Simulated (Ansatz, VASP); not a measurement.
**BaTiO3 in VASP and in Ansatz**

```xyz
5
Lattice="2.8274 1.6324 2.3184 -2.8274 1.6324 2.3184 0.0000 -3.2648 2.3184" Properties=species:S:1:pos:R:3 pbc="T T T"
Ba    0.0000    0.0000    0.0000
Ti    0.0000    0.0000    3.3698
O     0.0000    1.6033    2.3988
O    -1.3885   -0.8017    2.3988
O     1.3885   -0.8017    2.3988
```

Alike in both runs: task single point; functional PBEsol; k mesh 6 × 6 × 6; occupations fermi-dirac, width 0.05 eV; no spin polarisation; Hubbard terms Ti d U = 1.5 eV.

|  | VASP | Ansatz |
| --- | --- | --- |
| version | VASP 6.6.1 | Ansatz 0.2.0 |
| potentials or method | VASP PAW PBE potentials, release 64 (Ba_sv, Ti_sv, O) | plane waves, PAW |
| plane-wave cutoff (eV) | 520 | 420 |
| valence electrons in the cell | 40 | 40 |

```tsv
	VASP	Ansatz	Ansatz less VASP
gap on the k mesh at the Fermi level (eV)	2.48	2.52	+0.043
```

VASP's potentials were made for PBE, not for PBEsol. The programs project onto different local orbitals, so the same U acts differently, and such runs can settle in different states.

Neither program's run includes spin-orbit coupling.
